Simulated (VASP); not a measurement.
# PbS (Cmcm) in VASP: settings compared

The runs below take PbS through relaxation of cell and atoms, single point, with PBE+D3(BJ), PBE.

Everything below comes from runs of VASP 6.6.1. Logs are shortened: lines on timing, memory, paths and dates and some standing lists are left out, and cuts for length are marked.

### 1 The cell of the first run

It takes space group Cmcm (No. 63, orthorhombic). Conventional cell: a = 4.160 Å, b = 11.983 Å, c = 4.279 Å, α = 90.00°, β = 90.00°, γ = 90.00°. Within 3.5 Å of Pb (site symmetry m2m) lie 5 S at 2.69 to 2.99 Å. Within 3.5 Å of S (site symmetry m2m) lie 5 Pb at 2.69 to 2.99 Å.

### 2 Relaxation of cell and atoms, PBE+D3(BJ)

The input, INCAR:

```
ALGO = Normal
EDIFF = 1E-7
EDIFFG = -0.005
ENCUT = 600
GGA = PE
IBRION = 2
ISIF = 3
ISMEAR = -1
IVDW = 12
LASPH = True
LCHARG = False
LREAL = False
LWAVE = False
NELM = 100
NSW = 80
PREC = Accurate
SIGMA = 0.02
```

The input, KPOINTS:

```
k-points
0
Gamma
  6 6 6
```

The input, POSCAR:

```
PbS
1.0
    2.0799526950     -5.9912968650      0.0000000000
    2.0799526950      5.9912968650      0.0000000000
    0.0000000000      0.0000000000      4.2793209400
Pb S
2 2
Direct
    0.8694366500      0.1305633500      0.7500000000
    0.1305633500      0.8694366500      0.2500000000
    0.6452029100      0.3547970900      0.7500000000
    0.3547970900      0.6452029100      0.2500000000
```

Potentials or basis: VASP PAW PBE potentials, release 64 (Pb_d, S).

Launch:

```console
cat potpaw_PBE.64/Pb_d/POTCAR potpaw_PBE.64/S/POTCAR > POTCAR
mpirun -np 1 vasp_std > vasp.out
```

OUTCAR:

```text
EDIFF = 1E-7
   EDIFFG = -0.005
   ENCUT = 600
   GGA = PE
   IBRION = 2
   ISIF = 3
   ISMEAR = -1
   IVDW = 12
   LASPH = True
   LREAL = False
   NELM = 100
   NSW = 80
   PREC = Accurate
 IVDW          = 12

 ion  position               nearest neighbor table
   1  0.869  0.131  0.750-   3 2.69   4 2.99   4 2.99   4 2.99   4 2.99   2 3.79   2 3.79   2 4.13
                             2 4.13   2 4.13   2 4.13
   2  0.131  0.869  0.250-   4 2.69   3 2.99   3 2.99   3 2.99   3 2.99   1 3.79   1 3.79   1 4.13
                             1 4.13   1 4.13   1 4.13
   3  0.645  0.355  0.750-   1 2.69   2 2.99   2 2.99   2 2.99   2 2.99
   4  0.355  0.645  0.250-   2 2.69   1 2.99   1 2.99   1 2.99   1 2.99

  LATTYP: Found a base centered orthorhombic cell.
 ALAT       =     4.1599053900
 B/A-ratio  =     2.8804966956
 C/A-ratio  =     1.0287063139

  Lattice vectors:

 A1 = (   2.0799526950,  -5.9912968650,   0.0000000000)
 A2 = (   2.0799526950,   5.9912968650,   0.0000000000)
 A3 = (   0.0000000000,   0.0000000000,   4.2793209400)

Analysis of symmetry for initial positions (statically):
=====================================================================
 Subroutine PRICEL returns:
 Original cell was already a primitive cell.

 Routine SETGRP: Setting up the symmetry group for a
 base centered orthorhombic supercell.

 Subroutine GETGRP returns: Found  8 space group operations
 (whereof  4 operations were pure point group operations)
 out of a pool of  8 trial point group operations.

The static configuration has the point symmetry C_2h.
 The point group associated with its full space group is D_2h.

Analysis of symmetry for dynamics (positions and initial velocities):
=====================================================================
 Subroutine PRICEL returns:
 Original cell was already a primitive cell.

 Routine SETGRP: Setting up the symmetry group for a
 base centered orthorhombic supercell.

 Subroutine GETGRP returns: Found  8 space group operations
 (whereof  4 operations were pure point group operations)
 out of a pool of  8 trial point group operations.

The dynamic configuration has the point symmetry C_2h.
 The point group associated with its full space group is D_2h.

 Subroutine INISYM returns: Found  8 space group operations
 (whereof  4 operations are pure point group operations),
 and found     1 'primitive' translations

----------------------------------------------------------------------------------------

                                     Primitive cell

  volume of cell :     106.6545

  direct lattice vectors                    reciprocal lattice vectors
     2.079952695 -5.991296865  0.000000000     0.240390083 -0.083454386  0.000000000
     2.079952695  5.991296865  0.000000000     0.240390083  0.083454386  0.000000000
     0.000000000  0.000000000  4.279320940     0.000000000  0.000000000  0.233681936

  length of vectors
     6.342069168  6.342069168  4.279320940     0.254464195  0.254464195  0.233681936

  position of ions in fractional coordinates (direct lattice)
     0.869436650  0.130563350  0.750000000
     0.130563350  0.869436650  0.250000000
     0.645202910  0.354797090  0.750000000
     0.354797090  0.645202910  0.250000000

  ion indices of the primitive-cell ions
   primitive index   ion index
                 1           1
                 2           2
                 3           3
                 4           4

----------------------------------------------------------------------------------------

 KPOINTS: k-points

Automatic generation of k-mesh.
 Grid dimensions read from file:
 generate k-points for:    6    6    6

 Generating k-lattice:

  Cartesian coordinates                     Fractional coordinates (reciprocal lattice)
     0.040065014 -0.013909064  0.000000000     0.166666667  0.000000000  0.000000000
     0.040065014  0.013909064  0.000000000     0.000000000  0.166666667  0.000000000
     0.000000000  0.000000000  0.038946989     0.000000000  0.000000000  0.166666667

  Length of vectors
     0.042410699  0.042410699  0.038946989

  Shift w.r.t. Gamma in fractional coordinates (k-lattice)
     0.000000000  0.000000000  0.000000000

 Subroutine IBZKPT returns following result:
 ===========================================

 Found     52 irreducible k-points:

 Following reciprocal coordinates:
            Coordinates               Weight
  0.000000  0.000000  0.000000      1.000000
  0.166667 -0.000000  0.000000      4.000000
  0.333333 -0.000000  0.000000      4.000000
  0.500000 -0.000000  0.000000      2.000000
  0.166667  0.166667  0.000000      2.000000
  0.333333  0.166667  0.000000      4.000000
[... 16 lines left out ...]
  0.333333  0.333333  0.166667      4.000000
  0.500000  0.333333  0.166667      8.000000
 [... further k-points ...]
   k-points           NKPTS =     52   k-points in BZ     NKDIM =     52   number of bands    NBANDS=     24
   number of dos      NEDOS =    301   number of ions     NIONS =      4
   total plane-waves  NPLWV = 104976
   dimension x,y,z NGX =    54 NGY =   54 NGZ =   36
   dimension x,y,z NGXF=   108 NGYF=  108 NGZF=   72
   ions per type =               2   2
   NGX,Y,Z   is equivalent  to a cutoff of  14.16, 14.16, 13.99 a.u.
   NGXF,Y,Z  is equivalent  to a cutoff of  28.31, 28.31, 27.97 a.u.
 SYSTEM =  unknown system
   PREC   = accura    normal or accurate (medium, high low for compatibility)
   ISTART =      0    job   : 0-new  1-cont  2-samecut
   ICHARG =      2    charge: 1-file 2-atom 10-const
   ISPIN  =      1    spin polarized calculation?
   LNONCOLLINEAR =      F non collinear calculations
   LSORBIT =      F    spin-orbit coupling
   LASPH  =      T    aspherical Exc in radial PAW
   ENCUT  =  600.0 eV  44.10 Ry    6.64 a.u.  12.67 12.67  8.55*2*pi/ulx,y,z
   NELM   =    100;   NELMIN=  2; NELMDL= -5     # of ELM steps
   EDIFF  = 0.1E-06   stopping-criterion for ELM
   LREAL  =      F    real-space projection
   EDIFFG = -.5E-02   stopping-criterion for IOM
   NSW    =     80    number of steps for IOM
   IBRION =      2    ionic relax: 0-MD 1-quasi-New 2-CG
   NFREE  =      1    steps in history (QN), initial steepest desc. (CG)
   ISIF   =      3    stress and relaxation
   ISYM   =      2    0-nonsym 1-usesym 2-fastsym
   POTIM  = 0.5000    time-step for ionic-motion
   TEBEG  =    0.0;   TEEND  =   0.0 temperature during run
   PSTRESS=    0.0 pullay stress
   NELECT =      40.0000    total number of electrons
   NUPDOWN=      -1.0000    fix difference up-down
   EMIN   =  10.00;   EMAX   =-10.00  energy-range for DOS
   EFERMI =   0.00;   METHOD = LEGACY
   ISMEAR =    -1;   SIGMA  =   0.02  broadening in eV -4-tet -1-fermi 0-gaus
   EFERMI_NEDOS =   21; number of points for ismear=-14 and -15
   IALGO  =     38    algorithm
   IMIX   =      4    mixing-type and parameters
     AMIX     =   0.40;   BMIX     =  1.00
     AMIX_MAG =   1.60;   BMIX_MAG =  1.00
  volume/ion in A,a.u.               =      26.66       179.94
  Fermi-wavevector in a.u.,A,eV,Ry     =   1.180597  2.231005 18.963935  1.393810
  Thomas-Fermi vector in A             =   2.316887
   LORBIT       =      0    0 simple, 1 ext, 2 COOP (PROOUT), +10 PAW based schemes
   GGA     = PE    functional components
   LHFCALC =     F    Hartree Fock is set to
   AEXX    =    0.0000 exact exchange contribution
   IVDW    =    12    specifies the selected vdW correction
   LEPSILON=     F    determine dielectric tensor
   LRPA    =     F    only Hartree local field effects (RPA)
 conjugate gradient relaxation of ions
 non-spin polarized calculation
  energy-cutoff  :      600.00
  volume of cell :      106.65
 maximum number of plane-waves:      3579
 NGX is ok and might be reduce to    54
   NGX = 25   NGY = 25   NGZ = 17

--------------------------------------- Ionic step        1  -------------------------------------------

 number of electron      40.0000000 magnetization

 Free energy of the ion-electron system (eV)
  ---------------------------------------------------
  ext. energy  EPLUGINS =         0.00000000
  ---------------------------------------------------
  free energy    TOTEN  =       -17.37794810 eV

  energy without entropy =      -17.37794810  energy(sigma->0) =      -17.37794810

------------------------ aborting loop because EDIFF is reached ----------------------------------------

 Edisp (eV)   -1.36739

 E8    (eV) :    -0.6177

  FORCE on cell =-STRESS in cart. coord.  units (eV):
  Direction    XX          YY          ZZ          XY          YZ          ZX
  --------------------------------------------------------------------------------------
  -------------------------------------------------------------------------------------
  Total      -0.76022    -0.49593    -0.78372     0.00000     0.00000     0.00000
  in kB     -11.42013    -7.44999   -11.77314     0.00000     0.00000     0.00000
  external pressure =      -10.21 kB  Pullay stress =        0.00 kB
[... 103 lines left out ...]
  FREE ENERGIE OF THE ION-ELECTRON SYSTEM (eV)
  ---------------------------------------------------
  free  energy   TOTEN  =       -18.7546319396 eV

  energy  without entropy=      -18.7546319396  energy(sigma->0) =      -18.75463194

[... ionic steps 4 to 17 ...]

--------------------------------------- Ionic step       18  -------------------------------------------

 number of electron      40.0000000 magnetization

------------------------ aborting loop because EDIFF is reached ----------------------------------------

 Edisp (eV)   -1.42855

 E8    (eV) :    -0.6447
[... 73 lines left out ...]
  energy  without entropy=      -18.7690144784  energy(sigma->0) =      -18.76901448

--------------------------------------- Ionic step       20  -------------------------------------------

 number of electron      40.0000000 magnetization

 Free energy of the ion-electron system (eV)
  ---------------------------------------------------
  ext. energy  EPLUGINS =         0.00000000
  ---------------------------------------------------
  free energy    TOTEN  =       -17.33942198 eV

  energy without entropy =      -17.33942198  energy(sigma->0) =      -17.33942198

 E-fermi :   5.8078     XC(G=0):  -9.8185

 val. band max:        5.4156716326   @ k =   0.5000   0.5000   0.3333
 cond. band min:       6.6432802408   @ k =   0.5000   0.5000   0.0000
 fundamental gap:      1.2276086082
 Fermi energy:         5.8078377874

 k-point     1 :       0.0000    0.0000    0.0000
  band No.  band energies     occupation
      1     -11.0341      2.00000
      2     -10.9350      2.00000
      3     -10.9325      2.00000
      4     -10.9110      2.00000
      5     -10.8660      2.00000
      6     -10.8656      2.00000
[... 637 lines left out ...]
     23       9.3432      0.00000
     24       9.5987      0.00000

 [... further k-points ...]

------------------------ aborting loop because EDIFF is reached ----------------------------------------

 Edisp (eV)   -1.42961

 E8    (eV) :    -0.6452

  FORCE on cell =-STRESS in cart. coord.  units (eV):
  Direction    XX          YY          ZZ          XY          YZ          ZX
  --------------------------------------------------------------------------------------
  -------------------------------------------------------------------------------------
  Total      -0.01216    -0.01555     0.00470     0.00000     0.00000     0.00000
  in kB      -0.19091    -0.24413     0.07379     0.00000     0.00000     0.00000
  external pressure =       -0.12 kB  Pullay stress =        0.00 kB
[... 19 lines left out ...]
  FREE ENERGIE OF THE ION-ELECTRON SYSTEM (eV)
  ---------------------------------------------------
  free  energy   TOTEN  =       -18.7690288504 eV

  energy  without entropy=      -18.7690288504  energy(sigma->0) =      -18.76902885

 reached required accuracy - stopping structural energy minimisation
```

It took 50 min on 1 thread of Intel Xeon Platinum 8488C (Sapphire Rapids), shared host; peak memory 0.41 GiB.

Results:

* Free energy: -18.7690 eV
* Relaxed volume: 25.52 Å³/atom
* Relaxed cell: a = 6.169 Å, b = 6.169 Å, c = 4.267 Å, α = 90.00°, β = 90.00°, γ = 141.07°
* Space group after relaxing (to 0.1 Å): Cmcm (No. 63)
* Energy gained by relaxing: 5.9 meV/atom
* Ionic steps: 20
* Pressure after relaxing: 0.0 GPa
* Band gap on the k mesh: 1.23 eV (least direct gap 1.28 eV)
* Dispersion energy per atom: -0.357 eV

The path:
```csv
step,energy change (eV),largest force (eV/Å),pressure (GPa),volume (Å³)
1,0.0000,0.1006,-1.02,106.65
2,-0.0093,0.1714,0.19,104.05
3,-0.0093,0.1687,0.14,104.14
4,-0.0134,0.1052,0.06,103.82
5,-0.0169,0.0351,-0.11,103.07
6,-0.0195,0.0401,-0.09,102.74
7,-0.0224,0.0521,-0.02,102.02
8,-0.0225,0.0556,0.00,101.87
9,-0.0229,0.0349,0.03,101.92
10,-0.0232,0.0341,0.08,101.99
11,-0.0234,0.0254,-0.02,102.18
12,-0.0234,0.0196,-0.08,102.31
13,-0.0235,0.0161,-0.04,102.25
14,-0.0235,0.0133,-0.01,102.20
15,-0.0236,0.0155,0.01,102.15
16,-0.0236,0.0184,0.04,102.08
17,-0.0237,0.0109,0.00,102.11
18,-0.0237,0.0030,-0.05,102.15
19,-0.0237,0.0041,-0.04,102.13
20,-0.0237,0.0016,-0.01,102.07
```

Final structure:
```
CELL_PARAMETERS angstrom
2.05604 -5.81667 0.00000
2.05604 5.81667 0.00000
0.00000 0.00000 4.26736
ATOMIC_POSITIONS crystal
Pb 0.87295 0.12705 0.75000
Pb 0.12705 0.87295 0.25000
S 0.64043 0.35957 0.75000
S 0.35957 0.64043 0.25000
```

Levels at points of the mesh, in eV from the valence-band top:
```csv
k point,band 18,band 19,band 20,band 21,band 22,band 23
"(0.00, 0.00, 0.00)",-1.81,-1.57,-0.62,4.56,4.70,4.98
"(0.50, 0.00, 0.00)",-1.21,-0.43,-0.32,1.77,1.77,2.02
"(0.50, 0.50, 0.00)",-1.72,-1.35,-0.61,1.23,4.44,4.73
"(0.00, 0.00, 0.50)",-1.15,-0.05,-0.05,1.77,1.77,2.74
"(0.50, 0.00, 0.50)",-3.35,-1.44,-1.44,3.34,3.34,5.46
"(0.50, 0.50, 0.50)",-1.15,-0.49,-0.49,1.66,1.66,3.26
```

Caveat: spin-orbit coupling is left out, which moves the levels of the heavy elements. A k mesh can miss the band edges.

(Part 1 of 2 ends here.)
